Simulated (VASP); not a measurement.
Write the native input for VASP 6.6.1 that does the following.

| Quantity | Value |
| --- | --- |
| Task | single point |
| Functional | PBE |
| Potentials or basis | VASP PAW PBE potentials, release 64 (Be, S) |
| Cutoff | 520 eV |
| k mesh | 8 × 8 × 8 |
| Occupations | gaussian, width 0.02 eV |
| Spin | no spin polarisation |
| Dipole correction | no |
| Further INCAR settings | ALGO = Normal; EDIFF = 1e-06; NBANDS = 11 |

The structure of BeS lies in POSCAR:

```
BeS
1.0
    0.0000000000      2.3881514563      2.3881514563
    2.3881514563      0.0000000000      2.3881514563
    2.3881514563      2.3881514563      0.0000000000
Be S
1 1
Direct
    0.0000000000      0.0000000000      0.0000000000
    0.2500000000      0.2500000000      0.2500000000
```

This cell differs from its parent crystal: volume scaled by 0.94.

The input as run:

INCAR

```
ALGO = Normal
EDIFF = 1E-6
ENCUT = 520
GGA = PE
ISIF = 2
ISMEAR = 0
LASPH = True
LCHARG = True
LELF = True
LREAL = False
LVHAR = True
LWAVE = False
NBANDS = 11
NELM = 60
PREC = Accurate
SIGMA = 0.02
```

KPOINTS

```
k-points
0
Gamma
  8 8 8
```

Potentials or basis: VASP PAW PBE potentials, release 64 (Be, S).

Run with:

```console
$ cat potpaw_PBE.64/Be/POTCAR potpaw_PBE.64/S/POTCAR > POTCAR
$ mpirun -np 1 vasp_std > vasp.out
```

Results of the run:

| Property | Result |
| --- | --- |
| Pressure | 6.5 GPa |
| Band gap on the k mesh | 3.00 eV, indirect (least direct gap 5.65 eV) |

It took 11 s on 1 thread of Intel(R) Xeon(R) Platinum 8259CL CPU @ 2.50GHz (Skylake/Cascade Lake), on a shared host, peak memory 0.15 GiB.
